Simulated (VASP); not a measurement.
# Rh (I4/mmm) in VASP: a series of runs, part 2 of 2

VASP 6.6.1. Earlier steps stand in the parts before.

### 5 Single point, r2SCAN (strain +0.030 along x and y, -0.015 along z)

The input, POSCAR:

```
Rh
1.0
    0.0000000000      1.9585965000      1.8730267500
    1.9585965000      0.0000000000      1.8730267500
    1.9585965000      1.9585965000      0.0000000000
Rh
1
Direct
    0.0000000000      0.0000000000      0.0000000000
```

The input, INCAR.step1:

```
SYSTEM = Rh
PREC     = Accurate       ! precision mode
ENCUT    = 520            ! plane-wave cutoff, eV
ISMEAR   = 0              ! smearing method
SIGMA    = 0.15           ! smearing width, eV
LREAL    = .FALSE.        ! projectors in reciprocal space
LASPH    = .TRUE.         ! aspherical terms in the spheres
NELM     = 100            ! most SCF steps
NBANDS   = 14             ! bands
GGA      = PE             ! functional
ALGO     = Normal         ! electronic algorithm
EDIFF    = 1E-4           ! SCF threshold, eV
LWAVE    = .TRUE.         ! write WAVECAR
LCHARG   = .FALSE.        ! write CHGCAR
```

The input, INCAR.step2:

```
SYSTEM = Rh
PREC     = Accurate       ! precision mode
ENCUT    = 520            ! plane-wave cutoff, eV
EDIFF    = 1E-6           ! SCF threshold, eV
ISMEAR   = 0              ! smearing method
SIGMA    = 0.15           ! smearing width, eV
LREAL    = .FALSE.        ! projectors in reciprocal space
LASPH    = .TRUE.         ! aspherical terms in the spheres
NELM     = 100            ! most SCF steps
ALGO     = Normal         ! electronic algorithm
ISIF     = 2              ! what is computed and relaxed
LWAVE    = .FALSE.        ! write WAVECAR
LCHARG   = .FALSE.        ! write CHGCAR
METAGGA  = R2SCAN         ! meta-GGA
LMIXTAU  = .TRUE.       
NBANDS   = 14             ! bands
ISTART   = 1
```

The input, KPOINTS:

```
regular mesh
0
G
  22 22 22
  0 0 0
```

Potentials or basis: VASP PAW PBE potentials, release 64 (Rh_pv).

The run is started by

```
$ cat potpaw_PBE.64/Rh_pv/POTCAR > POTCAR
$ cp INCAR.step1 INCAR
$ mpirun -np 1 vasp_std > vasp.out
$ cp INCAR.step2 INCAR
$ mpirun -np 1 vasp_std > vasp.out
```

OUTCAR:

```text
SYSTEM = Rh
   PREC = Accurate
   ENCUT = 520
   EDIFF = 1E-6
   ISMEAR = 0
   LREAL = .FALSE.
   LASPH = .TRUE.
   NELM = 100
   ISIF = 2
   METAGGA = R2SCAN
   ISTART = 1

 ion  position               nearest neighbor table
   1  0.000  0.000  0.000-

  LATTYP: Found a body centered tetragonal cell.
 ALAT       =     2.7698737335
 C/A-ratio  =     1.3524275329

  Lattice vectors:

 A1 = (   0.0000000000,  -1.9585965000,  -1.8730267500)
 A2 = (   0.0000000000,   1.9585965000,  -1.8730267500)
 A3 = (   1.9585965000,   0.0000000000,   1.8730267500)

Analysis of symmetry for initial positions (statically):
=====================================================================
 Subroutine PRICEL returns:
 Original cell was already a primitive cell.

 Routine SETGRP: Setting up the symmetry group for a
 body centered tetragonal supercell.

 Subroutine GETGRP returns: Found 16 space group operations
 (whereof 16 operations were pure point group operations)
 out of a pool of 16 trial point group operations.

The static configuration has the point symmetry D_4h.

Analysis of symmetry for dynamics (positions and initial velocities):
[... 172 lines left out ...]
      7       8.2926      2.00000
      8       9.6533      2.00000
      9      10.1906      2.00000
     10      27.7126      0.00000
     11      28.3963      0.00000
     12      32.7256      0.00000
     13      32.7256      0.00000
     14      34.1000      0.00000
[... 377 lines left out ...]
      1     -37.4298      2.00000
      2     -36.8895      2.00000
      3     -36.8403      2.00000
      4       5.0495      2.00000
      5       7.7008      2.00000
      6       8.0764      2.00000
      7      10.7177      1.95428
      8      11.5068      0.00000
      9      12.4538      0.00000
     10      19.7899      0.00000
     11      27.3413      0.00000
     12      28.3961      0.00000
     13      32.5072      0.00000
     14      32.9008      0.00000

 [... further k-points ...]

------------------------ aborting loop because EDIFF is reached ----------------------------------------

  FORCE on cell =-STRESS in cart. coord.  units (eV):
  Direction    XX          YY          ZZ          XY          YZ          ZX
  --------------------------------------------------------------------------------------
  -------------------------------------------------------------------------------------
  Total       -1.2026148     -1.2026148     -0.3745040      0.0000000      0.0000000      0.0000000
  in kB     -134.0828434   -134.0828434    -41.7544834      0.0000000      0.0000000      0.0000000
  external PRESSURE =    -103.3067234 kB  Pullay stress =       0.0000000 kB

 VOLUME and BASIS-vectors are now :
 -----------------------------------------------------------------------------
  energy-cutoff  :      520.00
  volume of cell :       14.37
      direct lattice vectors                 reciprocal lattice vectors
     0.000000000  1.958596500  1.873026750    -0.255284843  0.255284843  0.266947602
     1.958596500  0.000000000  1.873026750     0.255284843 -0.255284843  0.266947602
     1.958596500  1.958596500  0.000000000     0.255284843  0.255284843 -0.266947602

 POSITION                                       TOTAL-FORCE (eV/Angst)
 -----------------------------------------------------------------------------------
      0.00000      0.00000      0.00000         0.000000      0.000000     -0.000000
 -----------------------------------------------------------------------------------
    total drift:                                0.000000      0.000000      0.000000

  FREE ENERGIE OF THE ION-ELECTRON SYSTEM (eV)
  ---------------------------------------------------
  free  energy   TOTEN  =       -24.1120983411 eV

  energy  without entropy=      -24.0964638075  energy(sigma->0) =      -24.10428107
```

OUTCAR.step1:

```text
SYSTEM = Rh
   PREC = Accurate
   ENCUT = 520
   ISMEAR = 0
   LREAL = .FALSE.
   LASPH = .TRUE.
   NELM = 100
[... 625 lines left out ...]
 -----------------------------------------------------------------------------------
      0.00000      0.00000      0.00000         0.000000      0.000000      0.000000
 -----------------------------------------------------------------------------------
    total drift:                                0.000000     -0.000000      0.000000

  FREE ENERGIE OF THE ION-ELECTRON SYSTEM (eV)
  ---------------------------------------------------
  free  energy   TOTEN  =        -7.2485581518 eV

  energy  without entropy=       -7.2322736012  energy(sigma->0) =       -7.24041588
```

It took 6.8 min on 1 thread of Intel Xeon Platinum 8259CL at 2.50GHz (Skylake/Cascade Lake), shared host; peak memory 0.26 GiB.

Results:

* Free energy: -24.1121 eV
* Pressure: -10.3 GPa

Levels at points of the mesh, in eV from the Fermi level:
```tsv
k point	band 4	band 5	band 6	band 7	band 8	band 9	band 10	band 11
(0.00, 0.00, 0.00)	-7.83	-3.09	-3.09	-2.64	-1.28	-0.74	16.78	17.47
(0.50, 0.00, 0.00)	-5.95	-3.29	-2.80	0.43	0.68	0.97	8.65	16.25
(0.50, 0.50, 0.00)	-6.12	-5.79	0.47	1.00	1.00	4.10	13.17	13.19
(0.50, 0.00, 0.50)	-6.11	-5.73	0.47	0.77	1.15	3.12	11.90	13.81
```

Caveat: the cell differs from its parent crystal (strain +0.030 along x and y, -0.015 along z); the PAW data sets were made with another functional, which shifts forces and pressure a little.

### 6 Single point, r2SCAN (strain +0.030 along x and y, +0.000 along z)

The input, POSCAR:

```
Rh
1.0
    0.0000000000      1.9585965000      1.9015500000
    1.9585965000      0.0000000000      1.9015500000
    1.9585965000      1.9585965000      0.0000000000
Rh
1
Direct
    0.0000000000      0.0000000000      0.0000000000
```

The input, INCAR.step1:

```
SYSTEM = Rh
PREC = Accurate ; ENCUT = 520
ISMEAR = 0 ; SIGMA = 0.15
LREAL = .False. ; LASPH = .True.
NELM = 60 ; NBANDS = 14
GGA = PE ; ALGO = Normal
EDIFF = 1E-4 ; LWAVE = .True.
LCHARG = .False.
```

The input, INCAR.step2:

```
SYSTEM = Rh
PREC = Accurate ; ENCUT = 520
EDIFF = 1E-6 ; ISMEAR = 0
SIGMA = 0.15 ; LREAL = .False.
LASPH = .True. ; NELM = 60
ALGO = Normal ; ISIF = 2
LWAVE = .False. ; LCHARG = .False.
METAGGA = R2SCAN ; LMIXTAU = .True.
NBANDS = 14 ; ISTART = 1
```

The input, KPOINTS:

```
Automatic mesh
0
Gamma
  22 22 22
  0 0 0
```

Potentials or basis: VASP PAW PBE potentials, release 64 (Rh_pv).

The run is started by

```
$ cat potpaw_PBE.64/Rh_pv/POTCAR > POTCAR
$ cp INCAR.step1 INCAR
$ mpirun -np 1 vasp_std > vasp.out
$ cp INCAR.step2 INCAR
$ mpirun -np 1 vasp_std > vasp.out
```

Run time: 6.8 min. Hardware: 1 thread of Intel Xeon Platinum 8259CL at 2.50GHz (Skylake/Cascade Lake), shared host; peak memory 0.26 GiB.

It converged, with:

- Free energy: -24.1026 eV
- Pressure: -13.7 GPa

Stress tensor (GPa, compression positive):
```
-15.72   0.00   0.00
  0.00 -15.72   0.00
  0.00   0.00  -9.78
```

Levels at points of the mesh, in eV from the Fermi level:
| k point | band 4 | band 5 | band 6 | band 7 | band 8 | band 9 | band 10 | band 11 |
| --- | --- | --- | --- | --- | --- | --- | --- | --- |
| (0.00, 0.00, 0.00) | -7.72 | -2.97 | -2.97 | -2.68 | -1.16 | -0.81 | 16.76 | 17.48 |
| (0.50, 0.00, 0.00) | -5.83 | -3.14 | -2.82 | 0.46 | 0.61 | 0.99 | 8.49 | 16.27 |
| (0.50, 0.50, 0.00) | -5.98 | -5.65 | 0.45 | 0.97 | 0.97 | 3.84 | 12.68 | 13.28 |
| (0.50, 0.00, 0.50) | -5.97 | -5.62 | 0.46 | 0.81 | 1.07 | 3.21 | 11.85 | 13.70 |

Caveat: the cell differs from its parent crystal (strain +0.030 along x and y, +0.000 along z); the PAW data sets were made with another functional, which shifts forces and pressure a little.

### 7 Overview

| cell | gap on the mesh (eV) | pressure (GPa) |
| --- | --- | --- |
| a = 2.669, b = 2.669, c = 2.689 Å, angles 59.8, 59.8, 60.5°, 1 atom | none | 5.1 |
| a = 2.710, b = 2.710, c = 2.649 Å, angles 60.7, 60.7, 58.5°, 1 atom | none | 1.1 |
| a = 2.709, b = 2.709, c = 2.730 Å, angles 59.8, 59.8, 60.5°, 1 atom | none | -7.3 |
| a = 2.710, b = 2.710, c = 2.770 Å, angles 59.3, 59.3, 61.5°, 1 atom | none | -10.3 |
| a = 2.730, b = 2.730, c = 2.770 Å, angles 59.5, 59.5, 61.0°, 1 atom | none | -13.7 |

Alike in all rows: task single point; level r2SCAN; potentials or basis VASP PAW PBE potentials, release 64 (Rh_pv); no spin polarisation; k mesh 22 × 22 × 22; cutoff (eV) 520; smearing gaussian 0.15 eV.

Caveats: the PAW data sets were made with another functional, which shifts forces and pressure a little.

Absolute energies hang on the potentials; compare differences alone.
